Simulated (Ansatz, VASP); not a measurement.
# TaN in VASP and in Ansatz

```
Ta N
1.0
     0.00000    2.21132    2.21132
     2.21132    0.00000    2.21132
     2.21132    2.21132    0.00000
Ta N
1 1
Direct
  0.50000 0.50000 0.50000
  0.00000 0.00000 0.00000
```

Alike in both runs: task single point; functional PBE; k mesh 10 × 10 × 10; occupations gaussian, width 0.024 eV; no spin polarisation.

|  | VASP | Ansatz |
| --- | --- | --- |
| version | VASP 6.6.1 | Ansatz 0.2.0 |
| potentials or method | VASP PAW PBE potentials, release 64 (Ta_pv, N) | Ansatz PAW |
| plane-wave cutoff (eV) | 520 | 420 |
| valence electrons in the cell | 16 | 18 |

VASP gave:

| Quantity | Value |
| --- | --- |
| gap on the k mesh at the Fermi level (eV) | none |
| pressure (GPa) | -0.6 |

Q: What did Ansatz give for the same quantities?

A: gap on the k mesh at the Fermi level (eV): none; pressure (GPa): -1.4.

A gap of «none» marks a metal or a gap that the smearing closes. VASP's potentials hold 16 valence electrons a cell and Ansatz's 18, so a difference there can come from the potentials and not from the codes.

Spin-orbit coupling is off throughout.
